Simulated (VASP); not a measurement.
# Mg3Cd2Te3 (P6/mmm) in VASP: notebook

Runs on Mg3Cd2Te3. Level: PBE. Tasks: single point.

Everything below comes from runs of VASP 6.6.1. Logs are shortened: lines on timing, memory, paths and dates and some standing lists are left out, and cuts for length are marked.

## (1) The cell of the first run

The structure is hexagonal, space group P6/mmm (No. 191). The conventional cell has a = 6.201 Å, b = 6.201 Å, c = 8.684 Å, α = 90.00°, β = 90.00°, γ = 120.00°. Mg (site symmetry 6/mmm) has 2 Mg at 2.89 Å and 6 Te at 3.10 Å within 3.8 Å. Mg (site symmetry 6mm) has 2 Mg at 2.89 to 2.90 Å and 6 Cd at 3.86 Å within 3.9 Å. Within 4.7 Å of Cd (site symmetry -6m2) lie 3 Cd at 3.58 Å and 6 Mg at 3.86 Å and 6 Te at 4.70 Å. Te (site symmetry mmm) has 6 Mg at 3.10 to 4.24 Å and 4 Te at 3.10 Å within 4.3 Å.

The cell was built from a structure type or drawn by symmetry, and may not be a known phase.

## (2) Single point, PBE

File INCAR:

```
PREC = Accurate
ENCUT = 520
EDIFF = 1E-6
ISMEAR = 0
SIGMA = 0.2
LREAL = F
LASPH = T
NELM = 60
ALGO = Fast
ISIF = 2
LWAVE = F
LCHARG = T
GGA = PE
LELF = T
LVHAR = T
NBANDS = 34
```

File KPOINTS:

```
Automatic mesh
0
Gamma
  4 4 2
```

File POSCAR:

```
Mg3Cd2Te3
1.0
    6.2010373223      0.0000000036      0.0000000000
   -3.1005186643      5.3702558492      0.0000000000
    0.0000000000      0.0000000000      8.6842915304
Mg Cd Te
3 2 3
Direct
    0.0000000000      0.0000000000      0.5000000000
    0.0000000000      0.0000000000      0.8331759861
    0.0000000000      0.0000000000      0.1668240139
    0.3333333333      0.6666666667      0.0000000000
    0.6666666667      0.3333333333      0.0000000000
    0.5000000000      0.0000000000      0.5000000000
    0.0000000000      0.5000000000      0.5000000000
    0.5000000000      0.5000000000      0.5000000000
```

Potentials or basis: VASP PAW PBE potentials, release 64 (Mg, Cd, Te).

Run with:

```bash
cat potpaw_PBE.64/Mg/POTCAR potpaw_PBE.64/Cd/POTCAR potpaw_PBE.64/Te/POTCAR > POTCAR
mpirun -np 1 vasp_std > vasp.out
```

OUTCAR:

```text
PREC = Accurate
   ENCUT = 520
   EDIFF = 1E-6
   ISMEAR = 0
   LREAL = F
   LASPH = T
   NELM = 60
   ISIF = 2
   GGA = PE

 ion  position               nearest neighbor table
   1  0.000  0.000  0.500-   2 2.89   3 2.89   6 3.10   6 3.10   8 3.10   8 3.10   7 3.10   7 3.10

   2  0.000  0.000  0.833-   1 2.89   3 2.90
   3  0.000  0.000  0.167-   1 2.89   2 2.90
   4  0.333  0.667  0.000-   5 3.58   5 3.58   5 3.58
   5  0.667  0.333  0.000-   4 3.58   4 3.58   4 3.58
   6  0.500  0.000  0.500-   1 3.10   1 3.10   7 3.10   7 3.10   8 3.10   8 3.10
   7  0.000  0.500  0.500-   8 3.10   8 3.10   6 3.10   6 3.10   1 3.10   1 3.10
   8  0.500  0.500  0.500-   7 3.10   7 3.10   1 3.10   1 3.10   6 3.10   6 3.10

  LATTYP: Found a hexagonal cell.
 ALAT       =     6.2010373223
 C/A-ratio  =     1.4004578716

  Lattice vectors:

 A1 = (   6.2010373223,   0.0000000036,   0.0000000000)
 A2 = (  -3.1005186643,   5.3702558492,   0.0000000000)
 A3 = (   0.0000000000,   0.0000000000,   8.6842915304)

Analysis of symmetry for initial positions (statically):
=====================================================================
 Subroutine PRICEL returns:
 Original cell was already a primitive cell.

 Routine SETGRP: Setting up the symmetry group for a
 hexagonal supercell.

 Subroutine GETGRP returns: Found 24 space group operations
 (whereof 24 operations were pure point group operations)
 out of a pool of 24 trial point group operations.

The static configuration has the point symmetry D_6h.

Analysis of symmetry for dynamics (positions and initial velocities):
=====================================================================
 Subroutine PRICEL returns:
 Original cell was already a primitive cell.

 Routine SETGRP: Setting up the symmetry group for a
 hexagonal supercell.

 Subroutine GETGRP returns: Found 24 space group operations
 (whereof 24 operations were pure point group operations)
 out of a pool of 24 trial point group operations.

The dynamic configuration has the point symmetry D_6h.

 Subroutine INISYM returns: Found 24 space group operations
 (whereof 24 operations are pure point group operations),
 and found     1 'primitive' translations

----------------------------------------------------------------------------------------

                                     Primitive cell

  volume of cell :     289.1970

  direct lattice vectors                    reciprocal lattice vectors
     6.201037322  0.000000004  0.000000000     0.161263342  0.093105434  0.000000000
    -3.100518664  5.370255849  0.000000000    -0.000000000  0.186210867  0.000000000
     0.000000000  0.000000000  8.684291530     0.000000000  0.000000000  0.115150441

  length of vectors
     6.201037322  6.201037322  8.684291530     0.186210867  0.186210867  0.115150441

  position of ions in fractional coordinates (direct lattice)
     0.000000000  0.000000000  0.500000000
     0.000000000  0.000000000  0.833175986
     0.000000000  0.000000000  0.166824014
     0.333333333  0.666666667  0.000000000
     0.666666667  0.333333333  0.000000000
     0.500000000  1.000000000  0.500000000
     0.000000000  0.500000000  0.500000000
     0.500000000  0.500000000  0.500000000

  ion indices of the primitive-cell ions
   primitive index   ion index
                 1           1
                 2           2
                 3           3
                 4           4
                 5           5
                 6           6
                 7           7
                 8           8

----------------------------------------------------------------------------------------

 KPOINTS: Automatic mesh

Automatic generation of k-mesh.
 Grid dimensions read from file:
 generate k-points for:    4    4    2

 Generating k-lattice:

  Cartesian coordinates                     Fractional coordinates (reciprocal lattice)
     0.040315835  0.023276358  0.000000000     0.250000000  0.000000000  0.000000000
    -0.000000000  0.046552717  0.000000000    -0.000000000  0.250000000  0.000000000
     0.000000000  0.000000000  0.057575221     0.000000000  0.000000000  0.500000000

  Length of vectors
     0.046552717  0.046552717  0.057575221

  Shift w.r.t. Gamma in fractional coordinates (k-lattice)
     0.000000000  0.000000000  0.000000000

 Subroutine IBZKPT returns following result:
 ===========================================

 Found      8 irreducible k-points:

 Following reciprocal coordinates:
            Coordinates               Weight
  0.000000  0.000000  0.000000      1.000000
  0.250000  0.000000  0.000000      6.000000
  0.500000  0.000000  0.000000      3.000000
  0.250000  0.250000  0.000000      6.000000
  0.000000  0.000000  0.500000      1.000000
  0.250000  0.000000  0.500000      6.000000
  0.500000  0.000000  0.500000      3.000000
  0.250000  0.250000  0.500000      6.000000
   k-points           NKPTS =      8   k-points in BZ     NKDIM =      8   number of bands    NBANDS=     34
   number of dos      NEDOS =    301   number of ions     NIONS =      8
   total plane-waves  NPLWV = 161280
   dimension x,y,z NGX =    48 NGY =   48 NGZ =   70
   dimension x,y,z NGXF=    96 NGYF=   96 NGZF=  140
   ions per type =               3   2   3
   NGX,Y,Z   is equivalent  to a cutoff of  12.87, 12.87, 13.40 a.u.
   NGXF,Y,Z  is equivalent  to a cutoff of  25.74, 25.74, 26.80 a.u.
 SYSTEM =  unknown system
   PREC   = accura    normal or accurate (medium, high low for compatibility)
   ISTART =      0    job   : 0-new  1-cont  2-samecut
   ICHARG =      2    charge: 1-file 2-atom 10-const
   ISPIN  =      1    spin polarized calculation?
   LNONCOLLINEAR =      F non collinear calculations
   LSORBIT =      F    spin-orbit coupling
   LASPH  =      T    aspherical Exc in radial PAW
   ENCUT  =  520.0 eV  38.22 Ry    6.18 a.u.  11.53 11.53 16.15*2*pi/ulx,y,z
   NELM   =     60;   NELMIN=  2; NELMDL= -5     # of ELM steps
   EDIFF  = 0.1E-05   stopping-criterion for ELM
   LREAL  =      F    real-space projection
   EDIFFG = 0.1E-04   stopping-criterion for IOM
   NSW    =      0    number of steps for IOM
   IBRION =     -1    ionic relax: 0-MD 1-quasi-New 2-CG
   NFREE  =      0    steps in history (QN), initial steepest desc. (CG)
   ISIF   =      2    stress and relaxation
   ISYM   =      2    0-nonsym 1-usesym 2-fastsym
   POTIM  = 0.5000    time-step for ionic-motion
   TEBEG  =    0.0;   TEEND  =   0.0 temperature during run
   PSTRESS=    0.0 pullay stress
   NELECT =      48.0000    total number of electrons
   NUPDOWN=      -1.0000    fix difference up-down
   EMIN   =  10.00;   EMAX   =-10.00  energy-range for DOS
   EFERMI =   0.00;   METHOD = LEGACY
   ISMEAR =     0;   SIGMA  =   0.20  broadening in eV -4-tet -1-fermi 0-gaus
   EFERMI_NEDOS =   21; number of points for ismear=-14 and -15
   IALGO  =     68    algorithm
   IMIX   =      4    mixing-type and parameters
     AMIX     =   0.40;   BMIX     =  1.00
     AMIX_MAG =   1.60;   BMIX_MAG =  1.00
  volume/ion in A,a.u.               =      36.15       243.95
  Fermi-wavevector in a.u.,A,eV,Ry     =   0.899685  1.700159 11.013016  0.809434
  Thomas-Fermi vector in A             =   2.022550
   LORBIT       =      0    0 simple, 1 ext, 2 COOP (PROOUT), +10 PAW based schemes
   GGA     = PE    functional components
   LHFCALC =     F    Hartree Fock is set to
   AEXX    =    0.0000 exact exchange contribution
   IVDW    =     0    specifies the selected vdW correction
   LEPSILON=     F    determine dielectric tensor
   LRPA    =     F    only Hartree local field effects (RPA)
 non-spin polarized calculation
 RMM-DIIS sequential band-by-band and
 Gauss-broadening in eV      SIGMA  =   0.20
  energy-cutoff  :      520.00
  volume of cell :      289.20
 maximum number of plane-waves:      7844
 NGX is ok and might be reduce to    48
   NGX = 23   NGY = 23   NGZ = 33

 number of electron      48.0000009 magnetization

 Free energy of the ion-electron system (eV)
  ---------------------------------------------------
  ext. energy  EPLUGINS =         0.00000000
  ---------------------------------------------------
  free energy    TOTEN  =       -13.16156613 eV

  energy without entropy =      -13.05759705  energy(sigma->0) =      -13.10958159

 E-fermi :   2.2488     XC(G=0):  -7.9719

 val. band max:        2.2424527528   @ k =   0.5000   0.0000   0.0000
 cond. band min:       2.2653382397   @ k =   0.0000   0.0000   0.0000
 fundamental gap:      0.0228854868
 Fermi energy:         2.2487565020

 k-point     1 :       0.0000    0.0000    0.0000
  band No.  band energies     occupation
      1     -11.0094      2.00000
      2      -7.8690      2.00000
      3      -7.8690      2.00000
      4      -6.0281      2.00000
      5      -5.9828      2.00000
      6      -5.9828      2.00000
[... 26 lines left out ...]
     33       5.0103      0.00000
     34       5.0253      0.00000

 k-point     2 :       0.2500    0.0000    0.0000
  band No.  band energies     occupation
      1     -10.7572      2.00000
      2      -8.6328      2.00000
      3      -7.9579      2.00000
      4      -6.0390      2.00000
      5      -6.0255      2.00000
      6      -6.0080      2.00000
[... 26 lines left out ...]
     33       5.4935      0.00000
     34       5.7340      0.00000

 k-point     3 :       0.5000    0.0000    0.0000
  band No.  band energies     occupation
      1     -10.2767      2.00000
      2      -9.4825      2.00000
      3      -8.0397      2.00000
      4      -6.0654      2.00000
      5      -6.0509      2.00000
      6      -6.0028      2.00000
[... 26 lines left out ...]
     33       6.4383      0.00000
     34       6.6244      0.00000
[... 112 lines left out ...]
 k-point     7 :       0.5000    0.0000    0.5000
  band No.  band energies     occupation
      1     -10.2763      2.00000
      2      -9.4822      2.00000
      3      -8.0400      2.00000
      4      -6.0654      2.00000
      5      -6.0509      2.00000
      6      -6.0036      2.00000
[... 26 lines left out ...]
     33       5.7514      0.00000
     34       6.3666      0.00000

 k-point     8 :       0.2500    0.2500    0.5000
  band No.  band energies     occupation
      1     -10.2991      2.00000
      2      -9.4083      2.00000
      3      -8.1353      2.00000
      4      -6.0833      2.00000
      5      -6.0227      2.00000
      6      -6.0113      2.00000
[... 26 lines left out ...]
     33       6.5751      0.00000
     34       6.7065      0.00000

------------------------ aborting loop because EDIFF is reached ----------------------------------------

  FORCE on cell =-STRESS in cart. coord.  units (eV):
  Direction    XX          YY          ZZ          XY          YZ          ZX
  --------------------------------------------------------------------------------------
  -------------------------------------------------------------------------------------
  Total       -0.1536707     -0.1536707     -0.0739727      0.0000000     -0.0000000      0.0000000
  in kB       -0.8513498     -0.8513498     -0.4098155      0.0000000     -0.0000000      0.0000000
  external PRESSURE =      -0.7041717 kB  Pullay stress =       0.0000000 kB

 VOLUME and BASIS-vectors are now :
 -----------------------------------------------------------------------------
  energy-cutoff  :      520.00
  volume of cell :      289.20
      direct lattice vectors                 reciprocal lattice vectors
     6.201037322  0.000000004  0.000000000     0.161263342  0.093105434  0.000000000
    -3.100518664  5.370255849  0.000000000    -0.000000000  0.186210867  0.000000000
     0.000000000  0.000000000  8.684291530     0.000000000  0.000000000  0.115150441

 POSITION                                       TOTAL-FORCE (eV/Angst)
 -----------------------------------------------------------------------------------
      0.00000      0.00000      4.34215        -0.000000     -0.000000     -0.000000
      0.00000      0.00000      7.23554         0.000000     -0.000000      0.035266
      0.00000      0.00000      1.44875        -0.000000     -0.000000     -0.035266
     -0.00000      3.58017      0.00000         0.000000     -0.000000     -0.000000
      3.10052      1.79009      0.00000        -0.000000      0.000000     -0.000000
      3.10052      0.00000      4.34215        -0.000000     -0.000000     -0.000000
     -1.55026      2.68513      4.34215        -0.000000     -0.000000     -0.000000
      1.55026      2.68513      4.34215        -0.000000     -0.000000     -0.000000
 -----------------------------------------------------------------------------------
    total drift:                               -0.000000      0.000000      0.000000

  FREE ENERGIE OF THE ION-ELECTRON SYSTEM (eV)
  ---------------------------------------------------
  free  energy   TOTEN  =       -13.1615661260 eV

  energy  without entropy=      -13.0575970480  energy(sigma->0) =      -13.10958159
```

It took 3.7 min on 1 thread of Intel Xeon 8259CL, shared host; peak memory 0.44 GiB.

What came out:

| Item | Value |
| --- | --- |
| Free energy | -13.1616 eV |
| Pressure | -0.1 GPa |
| Largest force | 0.035 eV/Å |
| Band gap on the k mesh | zero (bands 24 and 25 overlap by 0.57 eV) |

Forces on the atoms (eV/Å):
```
Mg   0.000  0.000  0.000
Mg   0.000  0.000  0.035
Mg   0.000  0.000 -0.035
Cd   0.000  0.000  0.000
Cd   0.000  0.000  0.000
Te   0.000  0.000  0.000
Te   0.000  0.000  0.000
Te   0.000  0.000  0.000
```

Caveat: the k points lie up to 0.36 Å⁻¹ apart, too coarse for converged energies and pressures of a metal; semilocal functionals underestimate gaps, so a narrow gap can read as zero; spin-orbit coupling is left out, which moves the levels of the heavy elements.

## (3) Single point, PBE

This run uses another cell than the first one, of 37.61 Å³/atom.

File INCAR:

```
PREC = Accurate ; ENCUT = 520
EDIFF = 1E-7 ; ISMEAR = 0
SIGMA = 0.2 ; LREAL = False
LASPH = True ; NELM = 100
ALGO = Fast ; ISIF = 2
LWAVE = False ; LCHARG = False
GGA = PE ; NBANDS = 34
```

File KPOINTS:

```
regular mesh
0
Gamma
  4 4 2
```

File POSCAR:

```
Mg3Cd2Te3
1.0
    5.5189204910      0.0000000000      0.0000000000
   -2.7594602455      4.7795253467      0.0000000000
    0.0000000000      0.0000000000     11.4068406841
Mg Cd Te
3 2 3
Direct
    0.0000000000      0.0000000000      0.2464669707
    0.0000000000      0.0000000000      0.7535330293
    0.0000000000      0.0000000000      0.0000000000
    0.3333333333      0.6666666667      0.5000000000
    0.6666666667      0.3333333333      0.5000000000
    0.3333333333      0.6666666667      0.0000000000
    0.6666666667      0.3333333333      0.0000000000
    0.0000000000      0.0000000000      0.5000000000
```

Potentials or basis: VASP PAW PBE potentials, release 64 (Mg, Cd, Te).

Run with:

```bash
cat potpaw_PBE.64/Mg/POTCAR potpaw_PBE.64/Cd/POTCAR potpaw_PBE.64/Te/POTCAR > POTCAR
mpirun -np 1 vasp_std > vasp.out
```

It took 4.1 min on 1 thread of Intel Xeon 8259CL, shared host; peak memory 0.44 GiB.

It converged, with:

```yaml
Free_energy: -12.8958 eV
Pressure: 0.7 GPa
Largest_force: 0.036 eV/Å
Band_gap_on_the_k_mesh: zero (bands 24 and 25 overlap by 0.18 eV)
```

Forces on the atoms (eV/Å):
```
Mg   0.000  0.000 -0.036
Mg   0.000  0.000  0.036
Mg   0.000  0.000  0.000
Cd   0.000  0.000  0.000
Cd   0.000  0.000  0.000
Te   0.000  0.000  0.000
Te   0.000  0.000  0.000
Te   0.000  0.000  0.000
```

Stress tensor (GPa, compression positive):
```
0.76 0.00 0.00
0.00 0.76 0.00
0.00 0.00 0.47
```

Levels at points of the mesh, in eV from the Fermi level:
| k point | band 22 | band 23 | band 24 | band 25 | band 26 | band 27 |
| --- | --- | --- | --- | --- | --- | --- |
| (0.00, 0.00, 0.00) | -1.35 | -1.35 | 0.07 | 0.54 | 0.64 | 0.77 |
| (0.50, 0.00, 0.00) | -0.59 | -0.05 | 0.13 | 0.34 | 1.11 | 1.36 |
| (0.00, 0.00, 0.50) | -1.36 | -1.36 | -0.26 | 0.06 | 0.79 | 0.90 |
| (0.50, 0.00, 0.50) | -0.47 | -0.10 | 0.14 | 0.26 | 1.11 | 1.48 |

Caveat: semilocal functionals underestimate gaps, so a narrow gap can read as zero; spin-orbit coupling is left out, which moves the levels of the heavy elements.
